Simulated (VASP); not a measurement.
Write the native input for VASP 6.6.1 that does the following.

- Task: single point
- Functional: PBEsol
- Potentials or basis: VASP PAW PBE potentials, release 64 (Al, H)
- Cutoff: 400 eV
- k mesh: 3 × 3 × 3
- Occupations: gaussian, width 0.05 eV
- Spin: no spin polarisation
- Dipole correction: no
- Further INCAR settings: LREAL = Auto; ALGO = Normal; EDIFF = 1e-06; NBANDS = 70

The structure of Al32H (a cell with a defect) lies in POSCAR:

```
Al32H
1.0
    8.1000000000      0.0000000000      0.0000000000
    0.0000000000      8.1000000000      0.0000000000
    0.0000000000      0.0000000000      8.1000000000
Al H
32 1
Direct
    0.5012706173      0.0002643210      0.0001304938
    0.7499571605      0.2489220988      0.0001311111
    0.7499633333      0.0002295062      0.2510425926
   -0.0013428395      0.0002630864      0.0001298765
    0.2499654321      0.2446218519      0.0001279012
    0.5056946914      0.5002141975      0.0001271605
    0.7499585185      0.7515287654      0.0001277778
    0.2499650617      0.0002612346      0.2514395062
    0.4996000000      0.2505974074      0.2497814815
    0.7499581481      0.5002165432      0.2514382716
    0.5008744444      0.0002290123      0.5001355556
    0.7499634568      0.2493103704      0.5001354321
    0.7499634568      0.0002288889      0.7492212346
   -0.0058193827      0.5002134568      0.0001266667
    0.2499660494      0.7561548148      0.0001253086
    0.0003232099      0.2505958025      0.2497811111
    0.2499659259      0.5002123457      0.2559908642
    0.4996077778      0.7498803704      0.2497833333
   -0.0009458025      0.0002292593      0.5001356790
    0.2499644444      0.2489213580      0.5001582716
    0.5012693827      0.5002191358      0.5001569136
    0.7499632099      0.7511339506      0.5001360494
    0.2499645679      0.0002655556      0.7488274074
    0.4996013580      0.2505993827      0.7505025926
    0.7499572840      0.5002200000      0.7488293827
    0.0003162963      0.7498809877      0.2497845679
   -0.0013417284      0.5002181481      0.5001560494
    0.2499653086      0.7515291358      0.5001537037
    0.0003219753      0.2505993827      0.7505029630
    0.2499654321      0.5002148148      0.7444702469
    0.4996016049      0.7498798765      0.7504992593
    0.0003218519      0.7498796296      0.7504974074
    0.2497604938      0.5014934568      0.0008860494
```

The input as run:

INCAR

```
SYSTEM = Al32H
  PREC = Accurate
  ENCUT = 400
  EDIFF = 1E-6
  ISMEAR = 0
  SIGMA = 0.05
  LREAL = Auto
  LASPH = .True.
  NELM = 120
  ALGO = Normal
  ISIF = 2
  LWAVE = .False.
  LCHARG = .False.
  GGA = PS
  NBANDS = 70
  GGA_COMPAT = .False.
```

KPOINTS

```
regular mesh
0
Gamma
  3 3 3
  0 0 0
```

Potentials or basis: VASP PAW PBE potentials, release 64 (Al, H).

Run with:

```sh
$ cat potpaw_PBE.64/Al/POTCAR potpaw_PBE.64/H/POTCAR > POTCAR
$ mpirun -np 1 vasp_std > vasp.out
```

Results of the run:

* Pressure: -1.3 GPa
* Largest force: 0.006 eV/Å
* Band gap on the k mesh: zero (an odd number of electrons rules out a gap without spin polarisation)

Caveat: the PAW data sets were made with another functional, which shifts forces and pressure a little.

Run time: 5.4 min on 1 thread of Oxide Virtual Turin-like Processor, on a shared host, peak memory 0.46 GiB.
